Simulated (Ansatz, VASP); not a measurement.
## One calculation of Li, two programs

File POSCAR:

```
Li
1.0
   -2.9927810000      0.0000000000      0.0000000000
    0.0000000000     -3.6651320000      0.0000000000
    1.4963910000      0.0000000000      4.5096700000
Li
4
Direct
    0.1100000000      0.9400000000      0.2200000000
    0.6100000000      0.5600000000      0.2200000000
    0.8900000000      0.0600000000      0.7800000000
    0.3900000000      0.4400000000      0.7800000000
```

File INCAR.step1:

```
SYSTEM = Li
PREC = Accurate
ENCUT = 520
ISMEAR = -1
SIGMA = 0.1
LREAL = .FALSE.
LASPH = .TRUE.
NELM = 100
NBANDS = 14
GGA = PE
ALGO = Normal
EDIFF = 1E-4
LWAVE = .TRUE.
LCHARG = .FALSE.
```

INCAR.step2

```
SYSTEM = Li
PREC = Accurate
ENCUT = 520
EDIFF = 1E-6
ISMEAR = -1
SIGMA = 0.1
LREAL = .FALSE.
LASPH = .TRUE.
NELM = 100
ALGO = Normal
ISIF = 2
LWAVE = .FALSE.
LCHARG = .FALSE.
METAGGA = R2SCAN
LMIXTAU = .TRUE.
NBANDS = 14
ISTART = 1
```

File KPOINTS:

```
Automatic mesh
0
G
  10 8 10
  0 0 0
```

Input for Ansatz:

```yaml
crystal:
  lattice:
    - [-2.992781, 0.0, 0.0]
    - [0.0, -3.665132, 0.0]
    - [1.496391, 0.0, 4.50967]
  atoms:
    - { symbol: Li, position: [0.11, 0.94, 0.22] }
    - { symbol: Li, position: [0.61, 0.56, 0.22] }
    - { symbol: Li, position: [0.89, 0.06, 0.78] }
    - { symbol: Li, position: [0.39, 0.44, 0.78] }
  symmetry: { tolerance: 0.0003 }
kpoints:
  mp_grid: { grid: [10, 8, 10], shift: [0, 0, 0] }
  band_path:
    path:
      - [0.0, 0.0, 0.0]
      - [0.0, 0.0, 0.5]
      - [0.44494835, 0.0, 0.27752583]
      - [0.55505165, 0.0, -0.27752583]
      - [0.0, 0.0, 0.0]
      - [0.0, -0.5, 0.0]
      - [0.55505165, -0.5, -0.27752583]
      - [0.44494835, -0.5, 0.27752583]
      - [0.0, -0.5, 0.5]
      - [0.0, 0.0, 0.5]
      - [0.0, 0.0, 0.0]
    npoints: 6
magnetization:
  spin_polarized: false
scf:
  occupations: { method: fermi_dirac }
  lower_state_search: "off"
  max_iter: 200
hamiltonian:
  pseudopotentials: { kind: paw }
  xc: r2scan
basis:
  ecutwfc: 500
  fft_grid_basis: typed
output:
  forces: true
  stress: true
  eigenvalues: true
  bader: true
  populations: true
  elf: true
  write_potential: true
  volumetric_format: npy
  dos:
    e_range: [-12, 8]
    de: 0.05
    projected: { site_lists: { Li: [Li] } }
checkpoint:
  read: saved_state
```

Alike in both runs: task single point; functional r2SCAN; k mesh 10 × 8 × 10; no spin polarisation.

|  | VASP | Ansatz |
| --- | --- | --- |
| version | VASP 6.6.1 | Ansatz 0.2.0 |
| potentials or method | VASP PAW PBE potentials, release 64 (Li_sv), cutoff 520 eV | PAW plane waves |
| occupations | fermi-dirac, width 0.1 eV | fermi-dirac |
| valence electrons in the cell | 12 | 12 |

Ansatz gave:

* rms of the force components (eV/Å): 0.949

**Question.** Estimate VASP's values.

**Answer.** rms of the force components (eV/Å): 0.937.

VASP's potentials were made for PBE, not for r2SCAN. Atom by atom the forces differ by 0.031 eV/Å (rms over components).

Noted on VASP's run: the cutoff is short for stress, so the pressure is rough.
